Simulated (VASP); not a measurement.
# Au (P6_3/mmc) in VASP: notebook, part 2 of 2

VASP 6.6.1. Earlier steps stand in the parts before.

### 3 Relaxation of cell and atoms, PBEsol, target pressure 10 GPa, at which the enthalpy is minimised

File INCAR:

```
SYSTEM = Au
PREC = Accurate
ENCUT = 600
EDIFF = 1E-6
ISMEAR = -1
SIGMA = 0.05
LREAL = .False.
LASPH = .True.
NELM = 60
ALGO = Normal
ISIF = 3
LWAVE = .False.
LCHARG = .False.
GGA = PS
IBRION = 2
NSW = 60
EDIFFG = -0.01
PSTRESS = 100.0
```

File KPOINTS:

```
Automatic mesh
0
Gamma
  11 11 6
  0 0 0
```

File POSCAR:

```
Au
1.0
    2.9000000000      0.0000000000      0.0000000000
   -1.4500000000      2.5114736710      0.0000000000
    0.0000000000      0.0000000000      4.8800000000
Au
2
Direct
    0.6666666667      0.3333333333      0.2500000000
    0.3333333333      0.6666666667      0.7500000000
```

Potentials or basis: VASP PAW PBE potentials, release 64 (Au).

Started as:

```bash
$ cat potpaw_PBE.64/Au/POTCAR > POTCAR
$ mpirun -np 1 vasp_std > vasp.out
```

Wall time 1.9 min (1 thread of AMD EPYC 9R45 (Zen 5), shared host); peak memory 0.16 GiB.

Results (log left out):

```yaml
Free_energy: -7.7911 eV
Relaxed_volume: 16.17 Å³/atom
Relaxed_cell: a = 2.823 Å, b = 2.823 Å, c = 4.686 Å, α = 90.00°, β = 90.00°, γ = 120.00°
Space_group_after_relaxing_to_0.05_Å: P6_3/mmc (No. 194)
Energy_change_on_relaxing_the_enthalpy_is_what_falls: +7.8 meV/atom
Ionic_steps: 11
Pressure_after_relaxing: 10.0 GPa
Band_gap_on_the_k_mesh: zero (band 11 reaches 14.02 eV, above the bottom of band 12 at 7.43 eV)
```

Step by step:
| step | energy change (eV) | largest force (eV/Å) | pressure (GPa) | volume (Å³) |
| --- | --- | --- | --- | --- |
| 1 | 0.0000 | 0.0000 | -6.59 | 35.54 |
| 2 | 1.3399 | 0.0000 | 80.10 | 26.89 |
| 3 | 0.0062 | 0.0000 | 8.78 | 32.54 |
| 4 | 0.0134 | 0.0000 | 9.63 | 32.41 |
| 5 | 0.0171 | 0.0000 | 10.06 | 32.35 |
| 6 | 0.0165 | 0.0000 | 10.08 | 32.33 |
| 7 | 0.0170 | 0.0000 | 10.13 | 32.32 |
| 8 | 0.0169 | 0.0000 | 10.14 | 32.33 |
| 9 | 0.0169 | 0.0000 | 10.14 | 32.33 |
| 10 | 0.0131 | 0.0000 | 9.71 | 32.39 |
| 11 | 0.0156 | 0.0000 | 9.99 | 32.35 |

Final structure:
```
Au
1.0
     2.82306    0.00000    0.00000
    -1.41153    2.44484    0.00000
     0.00000    0.00000    4.68647
Au
2
Direct
  0.66667 0.33333 0.25000
  0.33333 0.66667 0.75000
```

Levels at points of the mesh, in eV from the Fermi level:
| k point | band 9 | band 10 | band 11 | band 12 | band 13 | band 14 |
| --- | --- | --- | --- | --- | --- | --- |
| (0.00, 0.00, 0.00) | -3.78 | -2.21 | -2.21 | -1.37 | 3.11 | 14.47 |
| (0.00, 0.00, 0.50) | -2.72 | -2.72 | -2.72 | -2.72 | 11.24 | 11.24 |

Caveat: the cell is relaxed towards a set pressure, so the enthalpy falls and the energy may rise; the PAW data sets were made with another functional, which shifts forces and pressure a little; spin-orbit coupling is left out, which moves the levels of the heavy elements.

### 4 Relaxation of cell and atoms, PBEsol, target pressure 20 GPa, at which the enthalpy is minimised

File INCAR:

```
SYSTEM = Au
PREC = Accurate
ENCUT = 600
EDIFF = 1E-7
ISMEAR = -1
SIGMA = 0.05
LREAL = .False.
LASPH = .True.
NELM = 80
ALGO = Normal
ISIF = 3
LWAVE = .False.
LCHARG = .False.
GGA = PS
IBRION = 2
NSW = 60
EDIFFG = -0.01
PSTRESS = 200.0
```

KPOINTS is that of step 3.

POSCAR is that of step 3.

Started as:

```bash
$ cat potpaw_PBE.64/Au/POTCAR > POTCAR
$ mpirun -np 1 vasp_std > vasp.out
```

Wall time 2.1 min (1 thread of AMD EPYC 9R45 (Zen 5), shared host); peak memory 0.16 GiB.

It converged, with:

```yaml
Free_energy: -7.6762 eV
Relaxed_volume: 15.55 Å³/atom
Relaxed_cell: a = 2.788 Å, b = 2.788 Å, c = 4.621 Å, α = 90.00°, β = 90.00°, γ = 120.00°
Space_group_after_relaxing_to_0.05_Å: P6_3/mmc (No. 194)
Energy_change_on_relaxing_the_enthalpy_is_what_falls: +65.3 meV/atom
Ionic_steps: 10
Pressure_after_relaxing: 20.0 GPa
Band_gap_on_the_k_mesh: zero (band 11 reaches 14.85 eV, above the bottom of band 12 at 8.06 eV)
```

The path:
| step | energy change (eV) | largest force (eV/Å) | pressure (GPa) | volume (Å³) |
| --- | --- | --- | --- | --- |
| 1 | 0.0000 | 0.0000 | -6.59 | 35.54 |
| 2 | 5.3883 | 0.0000 | 233.95 | 22.43 |
| 3 | 0.0796 | 0.0000 | 15.99 | 31.58 |
| 4 | 0.1076 | 0.0000 | 18.22 | 31.32 |
| 5 | 0.1321 | 0.0000 | 20.04 | 31.11 |
| 6 | 0.1217 | 0.0000 | 19.28 | 31.20 |
| 7 | 0.1224 | 0.0000 | 19.41 | 31.17 |
| 8 | 0.1230 | 0.0000 | 19.44 | 31.16 |
| 9 | 0.1508 | 0.0000 | 21.45 | 30.94 |
| 10 | 0.1306 | 0.0000 | 20.01 | 31.10 |

Final structure:
```
Au
1.0
     2.78762    0.00000    0.00000
    -1.39381    2.41415    0.00000
     0.00000    0.00000    4.62141
Au
2
Direct
  0.66667 0.33333 0.25000
  0.33333 0.66667 0.75000
```

Levels at points of the mesh, in eV from the Fermi level:
| k point | band 8 | band 9 | band 10 | band 11 | band 12 | band 13 | band 14 | band 15 |
| --- | --- | --- | --- | --- | --- | --- | --- | --- |
| (0.00, 0.00, 0.00) | -3.95 | -3.95 | -2.26 | -2.26 | -1.56 | 3.35 | 14.41 | 15.93 |
| (0.00, 0.00, 0.50) | -5.12 | -2.80 | -2.80 | -2.80 | -2.80 | 11.54 | 11.54 | 14.81 |

Caveat: the cell is relaxed towards a set pressure, so the enthalpy falls and the energy may rise; the PAW data sets were made with another functional, which shifts forces and pressure a little; spin-orbit coupling is left out, which moves the levels of the heavy elements.

### 5 Relaxation of cell and atoms, PBEsol, target pressure 30 GPa, at which the enthalpy is minimised

File INCAR:

```
SYSTEM = Au
  PREC = Accurate
  ENCUT = 600
  EDIFF = 1E-6
  ISMEAR = -1
  SIGMA = 0.05
  LREAL = .FALSE.
  LASPH = .TRUE.
  NELM = 80
  ALGO = Normal
  ISIF = 3
  LWAVE = .FALSE.
  LCHARG = .FALSE.
  GGA = PS
  IBRION = 2
  NSW = 60
  EDIFFG = -0.01
  PSTRESS = 300.0
```

File KPOINTS:

```
regular mesh
0
G
  11 11 6
  0 0 0
```

POSCAR is that of step 4.

Started as:

```bash
$ cat potpaw_PBE.64/Au/POTCAR > POTCAR
$ mpirun -np 1 vasp_std > vasp.out
```

Run time: 2 min. Hardware: 1 thread of AMD EPYC 9R45 (Zen 5), shared host; peak memory 0.17 GiB.

It converged, with:

```
Free energy                                            : -7.5222 eV
Relaxed volume                                         : 15.05 Å³/atom
Relaxed cell                                           : a = 2.758 Å, b = 2.758 Å, c = 4.569 Å, α = 90.00°, β = 90.00°, γ = 120.00°
Space group after relaxing (to 0.05 Å)                 : P6_3/mmc (No. 194)
Energy change on relaxing (the enthalpy is what falls) : +142.3 meV/atom
Ionic steps                                            : 10
Pressure after relaxing                                : 30.0 GPa
Band gap on the k mesh                                 : zero (band 11 reaches 15.57 eV, above the bottom of band 12 at 8.60 eV)
```

Step by step:
| step | energy change (eV) | largest force (eV/Å) | pressure (GPa) | volume (Å³) |
| --- | --- | --- | --- | --- |
| 1 | 0.0000 | 0.0000 | -6.59 | 35.54 |
| 2 | 14.6672 | 0.0000 | 570.28 | 18.49 |
| 3 | 0.1503 | 0.0000 | 21.35 | 30.97 |
| 4 | 0.2055 | 0.0000 | 25.06 | 30.59 |
| 5 | 0.2887 | 0.0000 | 30.19 | 30.10 |
| 6 | 0.2697 | 0.0000 | 29.06 | 30.21 |
| 7 | 0.2720 | 0.0000 | 29.26 | 30.18 |
| 8 | 0.2722 | 0.0000 | 29.26 | 30.17 |
| 9 | 0.3220 | 0.0000 | 32.18 | 29.91 |
| 10 | 0.2845 | 0.0000 | 30.01 | 30.11 |

Final structure:
```
CELL_PARAMETERS angstrom
2.75837 0.00000 0.00000
-1.37918 2.38882 0.00000
0.00000 0.00000 4.56919
ATOMIC_POSITIONS crystal
Au 0.66667 0.33333 0.25000
Au 0.33333 0.66667 0.75000
```

Levels at points of the mesh, in eV from the Fermi level:
| k point | band 9 | band 10 | band 11 | band 12 | band 13 | band 14 |
| --- | --- | --- | --- | --- | --- | --- |
| (0.00, 0.00, 0.00) | -4.10 | -2.31 | -2.31 | -1.73 | 3.55 | 14.33 |
| (0.00, 0.00, 0.50) | -2.88 | -2.88 | -2.88 | -2.88 | 11.76 | 11.76 |

Caveat: the cell is relaxed towards a set pressure, so the enthalpy falls and the energy may rise; the volume moved by over 15 % at a fixed basis, so the end points are rough; the PAW data sets were made with another functional, which shifts forces and pressure a little; spin-orbit coupling is left out, which moves the levels of the heavy elements.

### 6 Single point, LDA

File INCAR:

```
SYSTEM = Au
  PREC = Accurate
  ENCUT = 520
  EDIFF = 1E-6
  ISMEAR = -1
  SIGMA = 0.05
  LREAL = .False.
  LASPH = .True.
  NELM = 80
  ALGO = Normal
  ISIF = 2
  LWAVE = .False.
  LCHARG = .True.
  GGA = CA
  LELF = .True.
  LVHAR = .True.
  NBANDS = 18
```

File KPOINTS:

```
regular mesh
0
Gamma
  11 11 6
  0 0 0
```

POSCAR is that of step 5.

Potentials or basis: VASP PAW LDA potentials, release 64 (Au).

Started as:

```bash
$ cat potpaw_LDA.64/Au/POTCAR > POTCAR
$ mpirun -np 1 vasp_std > vasp.out
```

Wall time 22 s (1 thread of Intel Xeon Platinum 8375C at 2.90GHz (Ice Lake), shared host); peak memory 0.16 GiB.

Results (log left out):

| Quantity | Value |
| --- | --- |
| Free energy | -8.8043 eV |
| Pressure | -10.4 GPa |
| Band gap on the k mesh | zero (band 11 reaches 12.18 eV, above the bottom of band 12 at 6.01 eV) |

Stress tensor (GPa, compression positive):
```
-10.33   0.00   0.00
  0.00 -10.33   0.00
  0.00   0.00 -10.55
```

Levels at points of the mesh, in eV from the Fermi level:
```tsv
k point	band 8	band 9	band 10	band 11	band 12	band 13	band 14	band 15
(0.00, 0.00, 0.00)	-3.38	-3.38	-2.10	-2.10	-0.96	2.48	14.65	15.64
(0.00, 0.00, 0.50)	-4.37	-2.53	-2.53	-2.53	-2.53	10.32	10.32	14.91
```

Caveat: spin-orbit coupling is left out, which moves the levels of the heavy elements.

### 7 The runs side by side

| task | level | potentials or basis | cell | cutoff (eV) | gap on the mesh (eV) | pressure (GPa) |
| --- | --- | --- | --- | --- | --- | --- |
| relaxation of cell and atoms | PBEsol | VASP PAW PBE potentials, release 64 (Au) | relaxed to 5 GPa | 600 | none | 5.0 |
| relaxation of cell and atoms | PBEsol | VASP PAW PBE potentials, release 64 (Au) | relaxed to 10 GPa | 600 | none | 10.0 |
| relaxation of cell and atoms | PBEsol | VASP PAW PBE potentials, release 64 (Au) | relaxed to 20 GPa | 600 | none | 20.0 |
| relaxation of cell and atoms | PBEsol | VASP PAW PBE potentials, release 64 (Au) | relaxed to 30 GPa | 600 | none | 30.0 |
| single point | LDA | VASP PAW LDA potentials, release 64 (Au) | as given | 520 | none | -10.4 |

Alike in all rows: no spin polarisation; k mesh 11 × 11 × 6; smearing fermi-dirac 0.05 eV.

Caveats: spin-orbit coupling is left out, which moves the levels of the heavy elements; the cell is relaxed towards a set pressure, so the enthalpy falls and the energy may rise (some runs); the PAW data sets were made with another functional, which shifts forces and pressure a little (some runs); the volume moved by over 15 % at a fixed basis, so the end points are rough (some runs).

Absolute energies hang on the potentials; compare differences alone.
